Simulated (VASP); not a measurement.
# MgS (P4_12_12) in VASP: further runs

The runs below take MgS through single point, with PBE.

Program: VASP 6.6.1. These are calculated values, not measurements. Logs are shortened: lines on timing, memory, paths and dates and some standing lists are left out, and cuts for length are marked.

**1. The cell of the first run**

The structure is tetragonal, space group P4_12_12 (No. 92). The conventional cell has a = 7.046 Å, b = 7.046 Å, c = 3.720 Å, α = 90.00°, β = 90.00°, γ = 90.00°. Mg (site symmetry 2) has 4 S at 2.50 to 2.52 Å within 3.3 Å. Within 3.3 Å of S (site symmetry 2) lie 4 Mg at 2.50 to 2.52 Å.

**2. Single point, PBE (volume scaled by 1.03, then relaxed in part)**

Input file INCAR:

```
PREC     = Accurate       # precision mode
ENCUT    = 520            # plane-wave cutoff, eV
EDIFF    = 1E-6           # SCF threshold, eV
ISMEAR   = 0              # smearing method
SIGMA    = 0.02           # smearing width, eV
LREAL    = F              # projectors in reciprocal space
LASPH    = T              # aspherical terms in the spheres
NELM     = 100            # most SCF steps
ALGO     = Normal         # electronic algorithm
ISIF     = 2              # what is computed and relaxed
LWAVE    = F              # write WAVECAR
LCHARG   = F              # write CHGCAR
GGA      = PE             # functional
NBANDS   = 26             # bands
```

Input file KPOINTS:

```
regular mesh
0
Gamma
  4 4 6
```

Input file POSCAR:

```
MgS
1.0
    7.0457430745      0.0000000000      0.0000000000
    0.0000000000      7.0457430745      0.0000000000
    0.0000000000      0.0000000000      3.7200489166
Mg S
4 4
Direct
    0.6643331686      0.6643331686      0.5000000000
    0.1643331686      0.8356668314      0.2500000000
    0.3356668314      0.3356668314      0.0000000000
    0.8356668314      0.1643331686      0.7500000000
    0.8321470247      0.8321470247      0.0000000000
    0.3321470247      0.6678529753      0.7500000000
    0.1678529753      0.1678529753      0.5000000000
    0.6678529753      0.3321470247      0.2500000000
```

Potentials or basis: VASP PAW PBE potentials, release 64 (Mg, S).

On the command line:

```sh
cat potpaw_PBE.64/Mg/POTCAR potpaw_PBE.64/S/POTCAR > POTCAR
mpirun -np 1 vasp_std > vasp.out
```

OUTCAR:

```text
PREC = Accurate
   ENCUT = 520
   EDIFF = 1E-6
   ISMEAR = 0
   LREAL = F
   LASPH = T
   NELM = 100
   ISIF = 2
   GGA = PE

 ion  position               nearest neighbor table
   1  0.664  0.664  0.500-   5 2.50   5 2.50   8 2.52   6 2.52
   2  0.164  0.836  0.250-   6 2.50   6 2.50   7 2.52   5 2.52
   3  0.336  0.336  0.000-   7 2.50   7 2.50   8 2.52   6 2.52
   4  0.836  0.164  0.750-   8 2.50   8 2.50   5 2.52   7 2.52
   5  0.832  0.832  0.000-   1 2.50   1 2.50   4 2.52   2 2.52
   6  0.332  0.668  0.750-   2 2.50   2 2.50   3 2.52   1 2.52
   7  0.168  0.168  0.500-   3 2.50   3 2.50   4 2.52   2 2.52
   8  0.668  0.332  0.250-   4 2.50   4 2.50   1 2.52   3 2.52

  LATTYP: Found a simple tetragonal cell.
 ALAT       =     7.0457430745
 C/A-ratio  =     0.5279853207

  Lattice vectors:

 A1 = (   7.0457430745,   0.0000000000,   0.0000000000)
 A2 = (   0.0000000000,   7.0457430745,   0.0000000000)
 A3 = (   0.0000000000,   0.0000000000,   3.7200489166)

Analysis of symmetry for initial positions (statically):
=====================================================================
 Subroutine PRICEL returns:
 Original cell was already a primitive cell.

 Routine SETGRP: Setting up the symmetry group for a
 simple tetragonal supercell.

 Subroutine GETGRP returns: Found  8 space group operations
 (whereof  2 operations were pure point group operations)
 out of a pool of 16 trial point group operations.

The static configuration has the point symmetry C_2 .
 The point group associated with its full space group is D_4 .

Analysis of symmetry for dynamics (positions and initial velocities):
=====================================================================
 Subroutine PRICEL returns:
 Original cell was already a primitive cell.

 Routine SETGRP: Setting up the symmetry group for a
 simple tetragonal supercell.

 Subroutine GETGRP returns: Found  8 space group operations
 (whereof  2 operations were pure point group operations)
 out of a pool of 16 trial point group operations.

The dynamic configuration has the point symmetry C_2 .
 The point group associated with its full space group is D_4 .

 Subroutine INISYM returns: Found  8 space group operations
 (whereof  2 operations are pure point group operations),
 and found     1 'primitive' translations

----------------------------------------------------------------------------------------

                                     Primitive cell

  volume of cell :     184.6725

  direct lattice vectors                    reciprocal lattice vectors
     7.045743074  0.000000000  0.000000000     0.141929671  0.000000000  0.000000000
     0.000000000  7.045743074  0.000000000     0.000000000  0.141929671  0.000000000
     0.000000000  0.000000000  3.720048917     0.000000000  0.000000000  0.268813670

  length of vectors
     7.045743074  7.045743074  3.720048917     0.141929671  0.141929671  0.268813670

  position of ions in fractional coordinates (direct lattice)
     0.664333169  0.664333169  0.500000000
     0.164333169  0.835666831  0.250000000
     0.335666831  0.335666831  0.000000000
     0.835666831  0.164333169  0.750000000
     0.832147025  0.832147025  0.000000000
     0.332147025  0.667852975  0.750000000
     0.167852975  0.167852975  0.500000000
     0.667852975  0.332147025  0.250000000

  ion indices of the primitive-cell ions
   primitive index   ion index
                 1           1
                 2           2
                 3           3
                 4           4
                 5           5
                 6           6
                 7           7
                 8           8

----------------------------------------------------------------------------------------

 KPOINTS: regular mesh

Automatic generation of k-mesh.
 Grid dimensions read from file:
 generate k-points for:    4    4    6

 Generating k-lattice:

  Cartesian coordinates                     Fractional coordinates (reciprocal lattice)
     0.035482418  0.000000000  0.000000000     0.250000000  0.000000000  0.000000000
     0.000000000  0.035482418  0.000000000     0.000000000  0.250000000  0.000000000
     0.000000000  0.000000000  0.044802278     0.000000000  0.000000000  0.166666667

  Length of vectors
     0.035482418  0.035482418  0.044802278

  Shift w.r.t. Gamma in fractional coordinates (k-lattice)
     0.000000000  0.000000000  0.000000000

 Subroutine IBZKPT returns following result:
 ===========================================

 Found     24 irreducible k-points:

 Following reciprocal coordinates:
            Coordinates               Weight
  0.000000  0.000000  0.000000      1.000000
  0.250000  0.000000  0.000000      4.000000
  0.500000  0.000000  0.000000      2.000000
  0.250000  0.250000  0.000000      4.000000
  0.500000  0.250000  0.000000      4.000000
  0.500000  0.500000  0.000000      1.000000
[... 16 lines left out ...]
  0.500000  0.250000  0.500000      4.000000
  0.500000  0.500000  0.500000      1.000000
   k-points           NKPTS =     24   k-points in BZ     NKDIM =     24   number of bands    NBANDS=     26
   number of dos      NEDOS =    301   number of ions     NIONS =      8
   total plane-waves  NPLWV =  81648
   dimension x,y,z NGX =    54 NGY =   54 NGZ =   28
   dimension x,y,z NGXF=   108 NGYF=  108 NGZF=   56
   ions per type =               4   4
   NGX,Y,Z   is equivalent  to a cutoff of  12.74, 12.74, 12.51 a.u.
   NGXF,Y,Z  is equivalent  to a cutoff of  25.48, 25.48, 25.03 a.u.
 SYSTEM =  unknown system
   PREC   = accura    normal or accurate (medium, high low for compatibility)
   ISTART =      0    job   : 0-new  1-cont  2-samecut
   ICHARG =      2    charge: 1-file 2-atom 10-const
   ISPIN  =      1    spin polarized calculation?
   LNONCOLLINEAR =      F non collinear calculations
   LSORBIT =      F    spin-orbit coupling
   LASPH  =      T    aspherical Exc in radial PAW
   ENCUT  =  520.0 eV  38.22 Ry    6.18 a.u.  13.10 13.10  6.92*2*pi/ulx,y,z
   NELM   =    100;   NELMIN=  2; NELMDL= -5     # of ELM steps
   EDIFF  = 0.1E-05   stopping-criterion for ELM
   LREAL  =      F    real-space projection
   EDIFFG = 0.1E-04   stopping-criterion for IOM
   NSW    =      0    number of steps for IOM
   IBRION =     -1    ionic relax: 0-MD 1-quasi-New 2-CG
   NFREE  =      0    steps in history (QN), initial steepest desc. (CG)
   ISIF   =      2    stress and relaxation
   ISYM   =      2    0-nonsym 1-usesym 2-fastsym
   POTIM  = 0.5000    time-step for ionic-motion
   TEBEG  =    0.0;   TEEND  =   0.0 temperature during run
   PSTRESS=    0.0 pullay stress
   NELECT =      32.0000    total number of electrons
   NUPDOWN=      -1.0000    fix difference up-down
   EMIN   =  10.00;   EMAX   =-10.00  energy-range for DOS
   EFERMI =   0.00;   METHOD = LEGACY
   ISMEAR =     0;   SIGMA  =   0.02  broadening in eV -4-tet -1-fermi 0-gaus
   EFERMI_NEDOS =   21; number of points for ismear=-14 and -15
   IALGO  =     38    algorithm
   IMIX   =      4    mixing-type and parameters
     AMIX     =   0.40;   BMIX     =  1.00
     AMIX_MAG =   1.60;   BMIX_MAG =  1.00
  volume/ion in A,a.u.               =      23.08       155.78
  Fermi-wavevector in a.u.,A,eV,Ry     =   0.912692  1.724737 11.333735  0.833006
  Thomas-Fermi vector in A             =   2.037117
   LORBIT       =      0    0 simple, 1 ext, 2 COOP (PROOUT), +10 PAW based schemes
   GGA     = PE    functional components
   LHFCALC =     F    Hartree Fock is set to
   AEXX    =    0.0000 exact exchange contribution
   IVDW    =     0    specifies the selected vdW correction
   LEPSILON=     F    determine dielectric tensor
   LRPA    =     F    only Hartree local field effects (RPA)
 non-spin polarized calculation
 Gauss-broadening in eV      SIGMA  =   0.02
  energy-cutoff  :      520.00
  volume of cell :      184.67
 maximum number of plane-waves:      5016
 NGX is ok and might be reduce to    54
   NGX = 27   NGY = 27   NGZ = 13

 number of electron      32.0000008 magnetization

 Free energy of the ion-electron system (eV)
  ---------------------------------------------------
  ext. energy  EPLUGINS =         0.00000000
  ---------------------------------------------------
  free energy    TOTEN  =       -32.91141693 eV

  energy without entropy =      -32.91141693  energy(sigma->0) =      -32.91141693

 E-fermi :   1.5422     XC(G=0):  -8.3319

 val. band max:        1.4454014653   @ k =   0.0000   0.0000   0.0000
 cond. band min:       4.1464264339   @ k =   0.0000   0.0000   0.0000
 fundamental gap:      2.7010249685
 Fermi energy:         1.5421815563

 k-point     1 :       0.0000    0.0000    0.0000
  band No.  band energies     occupation
      1     -10.2290      2.00000
      2      -9.4997      2.00000
      3      -9.4997      2.00000
      4      -9.4489      2.00000
      5      -2.4719      2.00000
      6      -1.2688      2.00000
[... 18 lines left out ...]
     25       8.9747      0.00000
     26       9.2880      0.00000

 k-point     2 :       0.2500    0.0000    0.0000
  band No.  band energies     occupation
      1     -10.1541      2.00000
      2      -9.6933      2.00000
      3      -9.4683      2.00000
      4      -9.3782      2.00000
      5      -2.3783      2.00000
      6      -1.6352      2.00000
[... 18 lines left out ...]
     25       8.7023      0.00000
     26       9.1387      0.00000

 k-point     3 :       0.5000    0.0000    0.0000
  band No.  band energies     occupation
      1      -9.9524      2.00000
      2      -9.9524      2.00000
      3      -9.4027      2.00000
      4      -9.4027      2.00000
      5      -2.0979      2.00000
      6      -2.0979      2.00000
[... 18 lines left out ...]
     25       8.8638      0.00000
     26       8.8638      0.00000

 k-point     4 :       0.2500    0.2500    0.0000
  band No.  band energies     occupation
      1     -10.0859      2.00000
      2      -9.7307      2.00000
      3      -9.5126      2.00000
      4      -9.3850      2.00000
      5      -2.2467      2.00000
      6      -1.4734      2.00000
[... 18 lines left out ...]
     25       8.6640      0.00000
     26       9.0519      0.00000

 k-point     5 :       0.5000    0.2500    0.0000
  band No.  band energies     occupation
      1      -9.9097      2.00000
      2      -9.9097      2.00000
      3      -9.4575      2.00000
      4      -9.4575      2.00000
      5      -1.8990      2.00000
      6      -1.8990      2.00000
[... 18 lines left out ...]
     25       8.8686      0.00000
     26       8.8686      0.00000

 k-point     6 :       0.5000    0.5000    0.0000
  band No.  band energies     occupation
      1      -9.8537      2.00000
      2      -9.8537      2.00000
      3      -9.5254      2.00000
      4      -9.5254      2.00000
      5      -1.4964      2.00000
      6      -1.4964      2.00000
[... 427 lines left out ...]
 k-point    21 :       0.5000    0.0000    0.5000
  band No.  band energies     occupation
      1      -9.3827      2.00000
      2      -9.3827      2.00000
      3      -9.1374      2.00000
      4      -9.1374      2.00000
      5      -2.1397      2.00000
      6      -2.1397      2.00000
[... 18 lines left out ...]
     25       9.1736      0.00000
     26       9.1737      0.00000

 k-point    22 :       0.2500    0.2500    0.5000
  band No.  band energies     occupation
      1      -9.3840      2.00000
      2      -9.3840      2.00000
      3      -9.1358      2.00000
      4      -9.1358      2.00000
      5      -2.1134      2.00000
      6      -2.1134      2.00000
[... 18 lines left out ...]
     25       8.5167      0.00000
     26       8.5167      0.00000

 k-point    23 :       0.5000    0.2500    0.5000
  band No.  band energies     occupation
      1      -9.3480      2.00000
      2      -9.3480      2.00000
      3      -9.1747      2.00000
      4      -9.1747      2.00000
      5      -2.1014      2.00000
      6      -2.1014      2.00000
[... 18 lines left out ...]
     25       8.7147      0.00000
     26       8.7148      0.00000

 k-point    24 :       0.5000    0.5000    0.5000
  band No.  band energies     occupation
      1      -9.2626      2.00000
      2      -9.2626      2.00000
      3      -9.2626      2.00000
      4      -9.2626      2.00000
      5      -1.9135      2.00000
      6      -1.9135      2.00000
[... 18 lines left out ...]
     25       9.0395      0.00000
     26       9.0395      0.00000

------------------------ aborting loop because EDIFF is reached ----------------------------------------

  FORCE on cell =-STRESS in cart. coord.  units (eV):
  Direction    XX          YY          ZZ          XY          YZ          ZX
  --------------------------------------------------------------------------------------
  -------------------------------------------------------------------------------------
  Total       -2.0106592     -2.0106592     -1.9346734      0.0000000      0.0000000      0.0000000
  in kB      -17.4440285    -17.4440285    -16.7847931      0.0000000      0.0000000      0.0000000
  external PRESSURE =     -17.2242834 kB  Pullay stress =       0.0000000 kB

 VOLUME and BASIS-vectors are now :
 -----------------------------------------------------------------------------
  energy-cutoff  :      520.00
  volume of cell :      184.67
      direct lattice vectors                 reciprocal lattice vectors
     7.045743074  0.000000000  0.000000000     0.141929671  0.000000000  0.000000000
     0.000000000  7.045743074  0.000000000     0.000000000  0.141929671  0.000000000
     0.000000000  0.000000000  3.720048917     0.000000000  0.000000000  0.268813670

 POSITION                                       TOTAL-FORCE (eV/Angst)
 -----------------------------------------------------------------------------------
      4.68072      4.68072      1.86002         0.001421      0.001421     -0.000000
      1.15785      5.88789      0.93001         0.001421     -0.001421     -0.000000
      2.36502      2.36502      0.00000        -0.001421     -0.001421     -0.000000
      5.88789      1.15785      2.79004        -0.001421      0.001421     -0.000000
      5.86309      5.86309      0.00000        -0.007287     -0.007287     -0.000000
      2.34022      4.70552      2.79004        -0.007287      0.007287      0.000000
      1.18265      1.18265      1.86002         0.007287      0.007287     -0.000000
      4.70552      2.34022      0.93001         0.007287     -0.007287      0.000000
 -----------------------------------------------------------------------------------
    total drift:                                0.000000     -0.000000     -0.000000

  FREE ENERGIE OF THE ION-ELECTRON SYSTEM (eV)
  ---------------------------------------------------
  free  energy   TOTEN  =       -32.9114169321 eV

  energy  without entropy=      -32.9114169321  energy(sigma->0) =      -32.91141693
```

Wall time 70 s (1 thread of Intel Xeon Platinum 8559C (Emerald Rapids), shared host); peak memory 0.31 GiB.

Results:

```yaml
Free_energy: -32.9114 eV
Pressure: -1.7 GPa
Largest_force: 0.010 eV/Å
Band_gap_on_the_k_mesh: 2.70 eV, direct
```

Forces on the atoms (eV/Å):
```
Mg   0.001  0.001  0.000
Mg   0.001 -0.001  0.000
Mg  -0.001 -0.001  0.000
Mg  -0.001  0.001  0.000
S   -0.007 -0.007  0.000
S   -0.007  0.007  0.000
S    0.007  0.007  0.000
S    0.007 -0.007  0.000
```

Levels at points of the mesh, in eV from the valence-band top:
| k point | band 14 | band 15 | band 16 | band 17 | band 18 | band 19 |
| --- | --- | --- | --- | --- | --- | --- |
| (0.00, 0.00, 0.00) | -0.18 | -0.12 | 0.00 | 2.70 | 4.82 | 4.82 |
| (0.50, 0.00, 0.00) | -0.33 | -0.10 | -0.10 | 4.19 | 4.19 | 4.76 |
| (0.50, 0.50, 0.00) | -0.21 | -0.10 | -0.10 | 4.29 | 4.29 | 4.56 |
| (0.00, 0.00, 0.50) | -0.86 | -0.65 | -0.65 | 3.62 | 3.62 | 4.76 |
| (0.50, 0.00, 0.50) | -0.83 | -0.42 | -0.42 | 4.07 | 4.07 | 4.61 |
| (0.50, 0.50, 0.50) | -0.76 | -0.76 | -0.76 | 4.26 | 4.26 | 4.26 |

(Continued in part 2 of 2.)
